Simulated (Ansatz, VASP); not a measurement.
B4As3N: VASP beside Ansatz

```
N B As
1.0
     4.51548    0.00000    0.00000
     0.00000    4.51548    0.00000
     0.00000    0.00000    4.51548
N B As
1 4 3
Direct
  0.00000 0.00000 0.00000
  0.77843 0.77843 0.77843
  0.22157 0.22157 0.77843
  0.22157 0.77843 0.22157
  0.77843 0.22157 0.22157
  0.50000 0.50000 0.00000
  0.50000 0.00000 0.50000
  0.00000 0.50000 0.50000
```

Alike in both runs: task single point; functional PBE0; k mesh 4 × 4 × 4; no spin polarisation.

|  | VASP | Ansatz |
| --- | --- | --- |
| version | VASP 6.6.1 | Ansatz 0.2.0 |
| potentials or method | VASP PAW PBE potentials, release 64 (N, B, As) | plane waves, PAW |
| plane-wave cutoff (eV) | 520 | 420 |
| occupations | gaussian, width 0.01 eV | fixed |
| valence electrons in the cell | 32 | 62 |

```tsv
	VASP	Ansatz	Ansatz less VASP
gap on the k mesh at the Fermi level (eV)	1.68	1.65	-0.033
pressure (GPa)	-1.8	-1.8	+0.04
rms of the force components (eV/Å)	0.076	0.073	-0.0035
```

VASP's potentials hold 32 valence electrons a cell and Ansatz's 62, so a difference there can come from the potentials and not from the codes. Ansatz's warnings: stress exchange threshold loose, stress scf threshold loose.
